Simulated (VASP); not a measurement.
# WS2 (Tungstenite): single point with LDA

WS2 (Tungstenite):

```
W S
1.0
     3.12682    0.00000    0.00000
    -1.56341    2.70791    0.00000
     0.00000    0.00000   12.15919
W S
2 4
Cartesian
  0.0000 1.8053 3.0398
  1.5634 0.9026 9.1194
  0.0000 1.8053 7.5574
  1.5634 0.9026 1.4778
  0.0000 1.8053 10.6814
  1.5634 0.9026 4.6018
```

| Property | Result |
| --- | --- |
| Program | VASP 6.6.1 |
| Task | single point |
| Functional | LDA |
| Potentials or basis | VASP PAW LDA potentials, release 64 (W_sv, S) |
| Cutoff | 520 eV |
| k mesh | 12 × 12 × 4 |
| Occupations | fermi-dirac, width 0.08 eV |
| Spin | no spin polarisation |
| Dipole correction | no |
| Further INCAR settings | ALGO = Normal; EDIFF = 1e-06; NBANDS = 35 |

| Property | Result |
| --- | --- |
| Pressure | 0.4 GPa |
| Largest force | 0.048 eV/Å |
| Band gap on the k mesh | 0.85 eV, indirect (least direct gap 1.89 eV) |

Forces on the atoms (eV/Å):
```
W    0.000  0.000  0.000
W    0.000  0.000  0.000
S    0.000  0.000 -0.048
S    0.000  0.000 -0.048
S    0.000  0.000  0.048
S    0.000  0.000  0.048
```

Levels at points of the mesh, in eV from the valence-band top:
```
           k point  band 22  band 23  band 24  band 25  band 26  band 27  band 28  band 29  band 30  band 31
(0.00, 0.00, 0.00)    -2.24    -2.24    -1.45    -1.40     0.00     2.32     2.32     2.33     2.33     2.40
(0.50, 0.00, 0.00)    -2.81    -1.97    -1.78    -1.73    -1.59     2.33     2.38     2.55     2.94     3.06
(0.00, 0.00, 0.50)    -2.27    -2.27    -2.27    -0.33    -0.33     2.31     2.31     2.31     2.31     2.52
(0.50, 0.00, 0.50)    -2.96    -1.85    -1.85    -1.67    -1.67     2.35     2.35     2.78     2.78     3.38
```

Wall time 2.1 min on 1 thread of Intel(R) Xeon(R) Platinum 8488C (Sapphire Rapids), with other jobs on the host, peak memory 0.29 GiB.

Caveat: spin-orbit coupling is left out, which moves the levels of the heavy elements. A k mesh can miss the band edges.
